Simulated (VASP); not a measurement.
# TaN (Amm2) in VASP: single point with PBEsol

Aim: the single point of TaN with PBEsol.

Program: VASP 6.6.1. These are calculated values, not measurements. Logs are shortened: lines on timing, memory, paths and dates and some standing lists are left out, and cuts for length are marked.

## Step 1: The cell of the first run

It takes space group Amm2 (No. 38, orthorhombic). The conventional cell has a = 2.883 Å, b = 2.938 Å, c = 5.089 Å, α = 90.00°, β = 90.00°, γ = 90.00°. Within 2.7 Å of Ta (site symmetry mm2) lie 6 N at 2.06 to 2.32 Å. Within 2.7 Å of N (site symmetry mm2) lie 6 Ta at 2.06 to 2.32 Å.

## Step 2: Single point, PBEsol (one atom moved)

The input, INCAR:

```
SYSTEM = TaN
  ALGO = Normal
  EDIFF = 1E-7
  ENCUT = 520
  GGA = PS
  ISIF = 2
  ISMEAR = 0
  LASPH = .TRUE.
  LCHARG = .FALSE.
  LREAL = .FALSE.
  LWAVE = .FALSE.
  NBANDS = 15
  NELM = 60
  PREC = Accurate
  SIGMA = 0.1
```

The input, KPOINTS:

```
k-points
0
G
  15 15 12
  0 0 0
```

The input, POSCAR:

```
TaN
1.0
    2.9379988584      0.0000000000      0.0000000000
   -1.4689994292      2.5443816477      0.0000000000
    0.0000000000      0.0000000000      2.8830000000
Ta N
1 1
Direct
    0.3333333333      0.6666666667      0.5000000000
    0.0442150650      0.0884301300      0.0000000000
```

Potentials or basis: VASP PAW PBE potentials, release 64 (Ta_pv, N).

The run is started by

```
> cat potpaw_PBE.64/Ta_pv/POTCAR potpaw_PBE.64/N/POTCAR > POTCAR
> mpirun -np 1 vasp_std > vasp.out
```

OUTCAR:

```text
SYSTEM = TaN
   EDIFF = 1E-7
   ENCUT = 520
   GGA = PS
   ISIF = 2
   ISMEAR = 0
   LASPH = .TRUE.
   LREAL = .FALSE.
   NELM = 60
   PREC = Accurate

 ion  position               nearest neighbor table
   1  0.333  0.667  0.500-   2 2.06   2 2.06   2 2.32   2 2.32   2 2.32   2 2.32
   2  0.044  0.088  0.000-   1 2.06   1 2.06   1 2.32   1 2.32   1 2.32   1 2.32

  LATTYP: Found a hexagonal cell.
 ALAT       =     2.9379988584
 C/A-ratio  =     0.9812801635

  Lattice vectors:

 A1 = (   2.9379988584,   0.0000000000,   0.0000000000)
 A2 = (  -1.4689994292,   2.5443816477,   0.0000000000)
 A3 = (   0.0000000000,   0.0000000000,   2.8830000000)

Analysis of symmetry for initial positions (statically):
=====================================================================
 Subroutine PRICEL returns:
 Original cell was already a primitive cell.

 Routine SETGRP: Setting up the symmetry group for a
 hexagonal supercell.

 Subroutine GETGRP returns: Found  4 space group operations
 (whereof  4 operations were pure point group operations)
 out of a pool of 24 trial point group operations.

The static configuration has the point symmetry C_2v.

Analysis of symmetry for dynamics (positions and initial velocities):
=====================================================================
 Subroutine PRICEL returns:
 Original cell was already a primitive cell.

 Routine SETGRP: Setting up the symmetry group for a
 hexagonal supercell.

 Subroutine GETGRP returns: Found  4 space group operations
 (whereof  4 operations were pure point group operations)
 out of a pool of 24 trial point group operations.

The dynamic configuration has the point symmetry C_2v.

 Subroutine INISYM returns: Found  4 space group operations
 (whereof  4 operations are pure point group operations),
 and found     1 'primitive' translations

----------------------------------------------------------------------------------------

                                     Primitive cell

  volume of cell :      21.5516

  direct lattice vectors                    reciprocal lattice vectors
     2.937998858  0.000000000  0.000000000     0.340367729  0.196511400  0.000000000
    -1.468999429  2.544381648  0.000000000     0.000000000  0.393022800  0.000000000
     0.000000000  0.000000000  2.883000000     0.000000000  0.000000000  0.346860909

  length of vectors
     2.937998858  2.937998858  2.883000000     0.393022800  0.393022800  0.346860909
[... 85 lines left out ...]
   IBRION =     -1    ionic relax: 0-MD 1-quasi-New 2-CG
   NFREE  =      0    steps in history (QN), initial steepest desc. (CG)
   ISIF   =      2    stress and relaxation
   ISYM   =      2    0-nonsym 1-usesym 2-fastsym
   POTIM  = 0.5000    time-step for ionic-motion
   TEBEG  =    0.0;   TEEND  =   0.0 temperature during run
   PSTRESS=    0.0 pullay stress
   NELECT =      16.0000    total number of electrons
   NUPDOWN=      -1.0000    fix difference up-down
   EMIN   =  10.00;   EMAX   =-10.00  energy-range for DOS
   EFERMI =   0.00;   METHOD = LEGACY
   ISMEAR =     0;   SIGMA  =   0.10  broadening in eV -4-tet -1-fermi 0-gaus
   EFERMI_NEDOS =   21; number of points for ismear=-14 and -15
   IALGO  =     38    algorithm
   IMIX   =      4    mixing-type and parameters
     AMIX     =   0.40;   BMIX     =  1.00
     AMIX_MAG =   1.60;   BMIX_MAG =  1.00
  volume/ion in A,a.u.               =      10.78        72.72
  Fermi-wavevector in a.u.,A,eV,Ry     =   1.482366  2.801265 29.897546  2.197408
  Thomas-Fermi vector in A             =   2.596161
   LORBIT       =      0    0 simple, 1 ext, 2 COOP (PROOUT), +10 PAW based schemes
   GGA     = PS    functional components
   LHFCALC =     F    Hartree Fock is set to
   AEXX    =    0.0000 exact exchange contribution
   IVDW    =     0    specifies the selected vdW correction
   LEPSILON=     F    determine dielectric tensor
   LRPA    =     F    only Hartree local field effects (RPA)
 non-spin polarized calculation
 Gauss-broadening in eV      SIGMA  =   0.10
  energy-cutoff  :      520.00
  volume of cell :       21.55
 maximum number of plane-waves:       605
 NGX is ok and might be reduce to    24
   NGX = 11   NGY = 11   NGZ = 11

 number of electron      16.0000000 magnetization

 Free energy of the ion-electron system (eV)
  ---------------------------------------------------
  ext. energy  EPLUGINS =         0.00000000
  ---------------------------------------------------
  free energy    TOTEN  =       -23.44892251 eV

  energy without entropy =      -23.44855356  energy(sigma->0) =      -23.44873804

 E-fermi :   8.0902     XC(G=0): -13.4889

 val. band max:        8.0210991383   @ k =   0.3333   0.3333   0.0833
 cond. band min:       8.0952269706   @ k =   0.0000   0.0667   0.5000
 fundamental gap:      0.0741278323
 Fermi energy:         8.0902454245

 k-point     1 :       0.0000    0.0000    0.0000
  band No.  band energies     occupation
      1     -26.6923      2.00000
      2     -26.4152      2.00000
      3     -26.4037      2.00000
      4      -9.6514      2.00000
      5       2.9921      2.00000
      6       3.3501      2.00000
      7       4.7663      2.00000
      8       4.9925      2.00000
      9       9.2066      0.00000
     10      11.8448      0.00000
     11      12.0713      0.00000
     12      12.2474      0.00000
     13      12.5238      0.00000
     14      20.9996      0.00000
[... 401 lines left out ...]
      2     -26.5961      2.00000
      3     -26.5828      2.00000
      4      -8.1885      2.00000
      5       0.8808      2.00000
      6       3.4457      2.00000
      7       3.5140      2.00000
      8       5.9838      2.00000
      9      10.2948      0.00000
     10      11.0739      0.00000
     11      12.2762      0.00000
     12      13.4889      0.00000
     13      14.5087      0.00000
     14      21.0059      0.00000
     15      21.5230      0.00000

 [... further k-points ...]
[... 5 lines left out ...]
  --------------------------------------------------------------------------------------
  -------------------------------------------------------------------------------------
  Total       -0.5154746      0.9372589      1.1294085      0.0000000      0.0000000      0.0000000
  in kB      -38.3212176     69.6773485     83.9620679      0.0000000      0.0000000      0.0000000
  external PRESSURE =      38.4393996 kB  Pullay stress =       0.0000000 kB

 VOLUME and BASIS-vectors are now :
 -----------------------------------------------------------------------------
  energy-cutoff  :      520.00
  volume of cell :       21.55
      direct lattice vectors                 reciprocal lattice vectors
     2.937998858  0.000000000  0.000000000     0.340367729  0.196511400  0.000000000
    -1.468999429  2.544381648  0.000000000     0.000000000  0.393022800  0.000000000
     0.000000000  0.000000000  2.883000000     0.000000000  0.000000000  0.346860909

 POSITION                                       TOTAL-FORCE (eV/Angst)
 -----------------------------------------------------------------------------------
     -0.00000      1.69625      1.44150         0.000000      3.253710      0.000000
      0.00000      0.22500      0.00000         0.000000     -3.253710      0.000000
 -----------------------------------------------------------------------------------
    total drift:                               -0.000000     -0.000051      0.000000

  FREE ENERGIE OF THE ION-ELECTRON SYSTEM (eV)
  ---------------------------------------------------
  free  energy   TOTEN  =       -23.4489225087 eV

  energy  without entropy=      -23.4485535620  energy(sigma->0) =      -23.44873804
```

OSZICAR:

```text
N       E                     dE             d eps       ncg     rms          rms(c)
DAV:   1     0.891914871008E+02    0.89191E+02   -0.85138E+03 13456   0.112E+03
DAV:   2    -0.231980083636E+02   -0.11239E+03   -0.10599E+03 16282   0.304E+02
DAV:   3    -0.258637411694E+02   -0.26657E+01   -0.26548E+01 15078   0.449E+01
DAV:   4    -0.258745206395E+02   -0.10779E-01   -0.10777E-01 17577   0.312E+00
DAV:   5    -0.258745892858E+02   -0.68646E-04   -0.68644E-04 15379   0.228E-01    0.248E+01
DAV:   6    -0.235577420331E+02    0.23168E+01   -0.37276E+00 17990   0.231E+01    0.106E+01
DAV:   7    -0.234857618267E+02    0.71980E-01   -0.58344E-01 15134   0.606E+00    0.718E+00
DAV:   8    -0.234556224878E+02    0.30139E-01   -0.14436E-01 16898   0.319E+00    0.136E+00
DAV:   9    -0.234490534697E+02    0.65690E-02   -0.14240E-02 15302   0.100E+00    0.225E-01
DAV:  10    -0.234489792427E+02    0.74227E-04   -0.10574E-03 16597   0.380E-01    0.714E-02
DAV:  11    -0.234489223847E+02    0.56858E-04   -0.78401E-05 16247   0.102E-01    0.110E-02
DAV:  12    -0.234489226942E+02   -0.30947E-06   -0.91886E-06 14224   0.282E-02    0.365E-03
DAV:  13    -0.234489225914E+02    0.10273E-06   -0.48413E-08 12278   0.235E-03    0.192E-03
DAV:  14    -0.234489225087E+02    0.82729E-07   -0.11135E-08  7259   0.122E-03
   1 F= -.23448923E+02 E0= -.23448738E+02  d E =-.368947E-03
```

Wall time 64 s (1 thread of Intel Xeon 6975P-C (Granite Rapids), shared host); peak memory 0.26 GiB.

What came out:

| Quantity | Value |
| --- | --- |
| Free energy | -23.4489 eV |
| Pressure | 3.8 GPa |
| Largest force | 3.254 eV/Å |
| Band gap on the k mesh | zero (band 8 reaches 8.47 eV, above the bottom of band 9 at 7.94 eV) |

Forces in eV/Å, atoms in the order of the input:
```
Ta   0.000  3.254  0.000
N    0.000 -3.254  0.000
```

Caveat: the cell differs from its parent crystal (one atom moved); the PAW data sets were made with another functional, which shifts forces and pressure a little; spin-orbit coupling is left out, which moves the levels of the heavy elements.
